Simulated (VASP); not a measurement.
# B4As3N (Pmm2) in VASP: single point with PBE

Aim: the single point of B4As3N with PBE.

All numbers are computed with VASP 6.6.1; they aren't measurements. Logs are shortened: lines on timing, memory, paths and dates and some standing lists are left out, and cuts for length are marked.

**1. The cell of the first run**

Symmetry: Pmm2, No. 25, orthorhombic system. The conventional cell has a = 3.216 Å, b = 6.435 Å, c = 4.481 Å, α = 90.00°, β = 90.00°, γ = 90.00°. N (site symmetry mm2) has 4 B at 1.60 to 1.85 Å within 2.1 Å. Within 2.5 Å of B (site symmetry mm2) lie 2 N at 1.85 Å and 2 As at 2.05 Å. Within 2.2 Å of B (site symmetry m) lie 1 N at 1.60 Å and 3 As at 2.04 to 2.17 Å. Within 2.6 Å of B (site symmetry mm2) lie 4 As at 2.00 to 2.01 Å. Within 2.6 Å of As (site symmetry m) lie 4 B at 2.00 to 2.05 Å. As (site symmetry mm2) has 4 B at 2.01 to 2.17 Å within 2.7 Å.

**2. Single point, PBE, non-collinear spin, zero start, spin-orbit coupling**

The input, INCAR:

```
SYSTEM = B4As3N
PREC     = Accurate       ! precision mode
ENCUT    = 520            ! plane-wave cutoff, eV
EDIFF    = 1E-6           ! SCF threshold, eV
ISMEAR   = -1             ! smearing method
SIGMA    = 0.02           ! smearing width, eV
LREAL    = .FALSE.        ! projectors in reciprocal space
LASPH    = .TRUE.         ! aspherical terms in the spheres
NELM     = 150            ! most SCF steps
ALGO     = Normal         ! electronic algorithm
ISIF     = 2              ! what is computed and relaxed
LWAVE    = .FALSE.        ! write WAVECAR
LCHARG   = .FALSE.        ! write CHGCAR
LNONCOLLINEAR= .TRUE.         ! non-collinear magnetism
MAGMOM   = 0 0 0 0 0 0 0 0 0 0 0 0 0 0 0 0 0 0 0 0 0 0 0 0 ! initial moments
LORBIT   = 11             ! projections on sites
LSORBIT  = .TRUE.         ! spin-orbit coupling
GGA_COMPAT= .FALSE.      
LORBMOM  = .TRUE.       
GGA      = PE             ! functional
NBANDS   = 50             ! bands
```

The input, KPOINTS:

```
regular mesh
0
G
  8 4 6
  0 0 0
```

The input, POSCAR:

```
B4As3N
1.0
    3.2162138955      0.0000000000      0.0000000000
    0.0000000000      6.4352532121      0.0000000000
    0.0000000000      0.0000000000      4.4808361368
N B As
1 4 3
Direct
    0.0000000000      0.0000000000      0.0197455240
    0.5000000000      0.0000000000      0.8144476521
    0.0000000000      0.7965119452      0.2230970238
    0.5000000000      0.5000000000      0.7239226834
    0.0000000000      0.2034880548      0.2230970238
    0.5000000000      0.7688850663      0.5009152993
    0.0000000000      0.5000000000     -0.0061405057
    0.5000000000      0.2311149337      0.5009152993
```

Potentials or basis: VASP PAW PBE potentials, release 64 (N, B, As).

The run is started by

```sh
cat potpaw_PBE.64/N/POTCAR potpaw_PBE.64/B/POTCAR potpaw_PBE.64/As/POTCAR > POTCAR
mpirun -np 1 vasp_ncl > vasp.out
```

OUTCAR:

```text
SYSTEM = B4As3N
   PREC = Accurate
   ENCUT = 520
   EDIFF = 1E-6
   ISMEAR = -1
   LREAL = .FALSE.
   LASPH = .TRUE.
   NELM = 150
   ISIF = 2
   LNONCOLLINEAR = .TRUE.
   LORBIT = 11
   LSORBIT = .TRUE.
   GGA = PE

 ion  position               nearest neighbor table
   1  0.000  0.000  0.020-   3 1.60   5 1.60   2 1.85   2 1.85
   2  0.500  0.000  0.814-   1 1.85   1 1.85   8 2.05   6 2.05
   3  0.000  0.797  0.223-   1 1.60   6 2.04   6 2.04   7 2.17
   4  0.500  0.500  0.724-   6 2.00   8 2.00   7 2.01   7 2.01
   5  0.000  0.203  0.223-   1 1.60   8 2.04   8 2.04   7 2.17
   6  0.500  0.769  0.501-   4 2.00   3 2.04   3 2.04   2 2.05
   7  0.000  0.500  0.994-   4 2.01   4 2.01   5 2.17   3 2.17
   8  0.500  0.231  0.501-   4 2.00   5 2.04   5 2.04   2 2.05

  LATTYP: Found a simple orthorhombic cell.
 ALAT       =     3.2162138955
 B/A-ratio  =     1.3932021571
 C/A-ratio  =     2.0008784929

  Lattice vectors:

 A1 = (  -3.2162138955,   0.0000000000,   0.0000000000)
 A2 = (   0.0000000000,   0.0000000000,   4.4808361368)
 A3 = (   0.0000000000,   6.4352532121,   0.0000000000)

Analysis of symmetry for initial positions (statically):
=====================================================================
 Subroutine PRICEL returns:
 Original cell was already a primitive cell.

 Routine SETGRP: Setting up the symmetry group for a
 simple orthorhombic supercell.

 Subroutine GETGRP returns: Found  4 space group operations
 (whereof  4 operations were pure point group operations)
 out of a pool of  8 trial point group operations.

The static configuration has the point symmetry C_2v.

Analysis of symmetry for dynamics (positions and initial velocities):
=====================================================================
 Subroutine PRICEL returns:
 Original cell was already a primitive cell.

 Routine SETGRP: Setting up the symmetry group for a
 simple orthorhombic supercell.

 Subroutine GETGRP returns: Found  4 space group operations
 (whereof  4 operations were pure point group operations)
 out of a pool of  8 trial point group operations.

The dynamic configuration has the point symmetry C_2v.

Analysis of structural, dynamic, and magnetic symmetry:
=====================================================================
 Subroutine PRICEL returns:
 Original cell was already a primitive cell.

 Routine SETGRP: Setting up the symmetry group for a
 simple orthorhombic supercell.

 Subroutine GETGRP returns: Found  4 space group operations
 (whereof  4 operations were pure point group operations)
 out of a pool of  8 trial point group operations.

The overall configuration has the point symmetry C_2v.

 Subroutine INISYM returns: Found  4 space group operations
 (whereof  4 operations are pure point group operations),
 and found     1 'primitive' translations

----------------------------------------------------------------------------------------

                                     Primitive cell

  volume of cell :      92.7405

  direct lattice vectors                    reciprocal lattice vectors
     3.216213896  0.000000000  0.000000000     0.310924594  0.000000000  0.000000000
     0.000000000  6.435253212  0.000000000     0.000000000  0.155394041  0.000000000
     0.000000000  0.000000000  4.480836137     0.000000000  0.000000000  0.223172633

  length of vectors
     3.216213896  6.435253212  4.480836137     0.310924594  0.155394041  0.223172633

  position of ions in fractional coordinates (direct lattice)
     0.000000000  0.000000000  0.019745524
     0.500000000  0.000000000  0.814447652
     0.000000000  0.796511945  0.223097024
     0.500000000  0.500000000  0.723922683
     0.000000000  0.203488055  0.223097024
     0.500000000  0.768885066  0.500915299
     0.000000000  0.500000000  0.993859494
     0.500000000  0.231114934  0.500915299

  ion indices of the primitive-cell ions
   primitive index   ion index
[... 1276 lines left out ...]
  -------------------------------------------------------------------------------------
  Total        1.5476157      1.7470740      1.8209273      0.0000000      0.0000000      0.0000000
  in kB       26.7364710     30.1822954     31.4581777      0.0000000      0.0000000      0.0000000
  external PRESSURE =      29.4589813 kB  Pullay stress =       0.0000000 kB

 VOLUME and BASIS-vectors are now :
 -----------------------------------------------------------------------------
  energy-cutoff  :      520.00
  volume of cell :       92.74
      direct lattice vectors                 reciprocal lattice vectors
     3.216213896  0.000000000  0.000000000     0.310924594  0.000000000  0.000000000
     0.000000000  6.435253212  0.000000000     0.000000000  0.155394041  0.000000000
     0.000000000  0.000000000  4.480836137     0.000000000  0.000000000  0.223172633

 POSITION                                       TOTAL-FORCE (eV/Angst)
 -----------------------------------------------------------------------------------
      0.00000      0.00000      0.08848         0.000000      0.000000     -0.079568
      1.60811      0.00000      3.64941         0.000000      0.000000      0.310276
      0.00000      5.12576      0.99966        -0.000000      0.051938     -0.151737
      1.60811      3.21763      3.24378         0.000000      0.000000     -0.033370
      0.00000      1.30950      0.99966         0.000000     -0.051938     -0.151737
      1.60811      4.94797      2.24452         0.000000      0.017930     -0.028684
      0.00000      3.21763      4.45332         0.000000      0.000000      0.163504
      1.60811      1.48728      2.24452         0.000000     -0.017930     -0.028684
 -----------------------------------------------------------------------------------
    total drift:                                0.000000      0.000000      0.000497

  FREE ENERGIE OF THE ION-ELECTRON SYSTEM (eV)
  ---------------------------------------------------
  free  energy   TOTEN  =       -48.6616224886 eV

  energy  without entropy=      -48.6615873897  energy(sigma->0) =      -48.66160494

 orbital moment (x)

 # of ion     p       d       tot
 ----------------------------------------
  1         0.000   0.000   0.000
  2         0.000   0.000   0.000
  3         0.000   0.000   0.000
  4         0.000   0.000   0.000
  5        -0.000   0.000  -0.000
  6         0.000   0.000   0.000
  7         0.000   0.000   0.000
  8        -0.000  -0.000  -0.000
 ----------------------------------------
            0.000  -0.000  -0.000

 orbital moment (y)

 # of ion     p       d       tot
 ----------------------------------------
  1         0.000   0.000   0.000
  2         0.000   0.000   0.000
  3        -0.000   0.000  -0.000
  4         0.000   0.000   0.000
  5        -0.000   0.000  -0.000
  6        -0.000  -0.000  -0.000
  7         0.000   0.000   0.000
  8        -0.000  -0.000  -0.000
 ----------------------------------------
           -0.000  -0.000  -0.000

 orbital moment (z)

 # of ion     p       d       tot
 ----------------------------------------
  1         0.000   0.000   0.000
  2         0.000   0.000   0.000
  3         0.000   0.000   0.000
  4         0.000   0.000   0.000
  5        -0.000   0.000  -0.000
  6         0.000  -0.000  -0.000
  7        -0.000   0.000  -0.000
  8         0.000  -0.000  -0.000
 ----------------------------------------
           -0.000   0.000  -0.000

 Spin-Orbit-Coupling matrix elements

 Ion:    1  E_soc:     -0.0000548
 l=   1
     0.0000000    -0.0000088    -0.0000082
    -0.0000088     0.0000000    -0.0000103
    -0.0000082    -0.0000103     0.0000000
 l=   2
     0.0000000     0.0000000     0.0000000     0.0000000     0.0000000
     0.0000000     0.0000000     0.0000000     0.0000000     0.0000000
     0.0000000     0.0000000     0.0000000     0.0000000     0.0000000
     0.0000000     0.0000000     0.0000000     0.0000000     0.0000000
     0.0000000     0.0000000     0.0000000     0.0000000     0.0000000
 l=   3
     0.0000000     0.0000000     0.0000000     0.0000000     0.0000000     0.0000000     0.0000000
     0.0000000     0.0000000     0.0000000     0.0000000     0.0000000     0.0000000     0.0000000
     0.0000000     0.0000000     0.0000000     0.0000000     0.0000000     0.0000000     0.0000000
     0.0000000     0.0000000     0.0000000     0.0000000     0.0000000     0.0000000     0.0000000
[... 129 lines left out ...]
 l=   2
     0.0000000    -0.0000024     0.0000000    -0.0000037    -0.0000161
    -0.0000024     0.0000000    -0.0000137    -0.0000144    -0.0000139
     0.0000000    -0.0000137     0.0000000    -0.0000116     0.0000000
    -0.0000037    -0.0000144    -0.0000116     0.0000000    -0.0000121
    -0.0000161    -0.0000139     0.0000000    -0.0000121     0.0000000
 l=   3
     0.0000000     0.0000000     0.0000000     0.0000000     0.0000000     0.0000000     0.0000000
     0.0000000     0.0000000     0.0000000     0.0000000     0.0000000     0.0000000     0.0000000
     0.0000000     0.0000000     0.0000000     0.0000000     0.0000000     0.0000000     0.0000000
     0.0000000     0.0000000     0.0000000     0.0000000     0.0000000     0.0000000     0.0000000
     0.0000000     0.0000000     0.0000000     0.0000000     0.0000000     0.0000000     0.0000000
     0.0000000     0.0000000     0.0000000     0.0000000     0.0000000     0.0000000     0.0000000
     0.0000000     0.0000000     0.0000000     0.0000000     0.0000000     0.0000000     0.0000000

 total charge

# of ion       s       p       d       tot
------------------------------------------
    1        1.211   2.487   0.000   3.697
    2        0.629   1.036   0.000   1.665
    3        0.656   1.186   0.000   1.842
    4        0.678   1.277   0.000   1.955
    5        0.656   1.186   0.000   1.842
    6        1.177   1.738   0.099   3.014
    7        1.180   1.672   0.084   2.937
    8        1.177   1.738   0.099   3.014
--------------------------------------------------
tot          7.363  12.320   0.283  19.966

 magnetization (x)

# of ion       s       p       d       tot
------------------------------------------
    1        0.000   0.000   0.000   0.000
    2        0.000   0.000   0.000   0.000
    3       -0.000   0.000   0.000  -0.000
    4        0.000   0.000   0.000   0.000
    5        0.000  -0.000   0.000   0.000
    6       -0.000  -0.000  -0.000  -0.000
    7        0.000   0.000   0.000   0.000
    8        0.000   0.000   0.000   0.000
--------------------------------------------------
tot          0.000   0.000   0.000   0.000

 magnetization (y)

# of ion       s       p       d       tot
------------------------------------------
    1        0.000   0.000   0.000   0.000
    2        0.000   0.000   0.000   0.000
    3        0.000   0.000   0.000   0.000
    4        0.000   0.000   0.000   0.000
    5        0.000   0.000   0.000   0.000
    6        0.000   0.000  -0.000  -0.000
    7        0.000   0.000   0.000   0.000
    8        0.000   0.000  -0.000  -0.000
--------------------------------------------------
tot          0.000   0.000  -0.000  -0.000

 magnetization (z)

# of ion       s       p       d       tot
------------------------------------------
    1        0.000   0.000   0.000   0.000
    2        0.000   0.000   0.000   0.000
    3        0.000   0.000   0.000   0.000
    4        0.000   0.000   0.000   0.000
    5       -0.000   0.000   0.000  -0.000
    6        0.000  -0.000   0.000  -0.000
    7        0.000   0.000   0.000   0.000
    8        0.000   0.000   0.000   0.000
--------------------------------------------------
tot          0.000   0.000   0.000   0.000
```

Wall time 17 min (1 thread of Oxide Virtual Turin-like, shared host); peak memory 0.69 GiB.

What came out:

- Free energy: -48.6616 eV
- Pressure: 2.9 GPa
- Largest force: 0.310 eV/Å
- Net moment: 0.00 μB per cell
- Valence electrons inside the program's atomic spheres: N 3.70; B 1.67, 1.84, 1.96 (each value once); As 3.01, 2.94 (each value once)

Forces on the atoms (eV/Å):
```
N    0.000  0.000 -0.080
B    0.000  0.000  0.310
B    0.000  0.052 -0.152
B    0.000  0.000 -0.033
B    0.000 -0.052 -0.152
As   0.000  0.018 -0.029
As   0.000  0.000  0.164
As   0.000 -0.018 -0.029
```

Moments on the atoms (μB; x, y, z):
```
N   0.00 0.00 0.00
B   0.00 0.00 0.00
B   0.00 0.00 0.00
B   0.00 0.00 0.00
B   0.00 0.00 0.00
As  0.00 0.00 0.00
As  0.00 0.00 0.00
As  0.00 0.00 0.00
```
